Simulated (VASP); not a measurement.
A run of VASP 6.6.1 is set up as follows.

The input INCAR:

```
PREC = Accurate
ENCUT = 520
EDIFF = 1E-7
ISMEAR = 0
SIGMA = 0.15
LREAL = False
LASPH = True
NELM = 60
ALGO = Normal
ISIF = 2
LWAVE = False
LCHARG = False
NBANDS = 17
```

File KPOINTS:

```
regular mesh
0
Gamma
  12 12 12
```

File POSCAR:

```
SnTe
1.0
    3.9047000000      0.0000000000      0.0000000000
    0.0000000000      3.9047000000      0.0000000000
    0.0000000000      0.0000000000      3.9047000000
Sn Te
1 1
Direct
    0.0000000000      0.0000000000      0.0000000000
    0.5000000000      0.5000000000      0.5000000000
```

Potentials or basis: VASP PAW LDA potentials, release 64 (Sn_d, Te).

The run is started by

```sh
$ cat potpaw_LDA.64/Sn_d/POTCAR potpaw_LDA.64/Te/POTCAR > POTCAR
$ mpirun -np 1 vasp_std > vasp.out
```

Q: What does it give for the band gap on the k mesh?

A: Zero (band 10 reaches 7.26 eV, above the bottom of band 11 at 5.52 eV).

Q: Predict the pressure.

A: -4.1 GPa.

Caveat: spin-orbit coupling is left out, which moves the levels of the heavy elements.
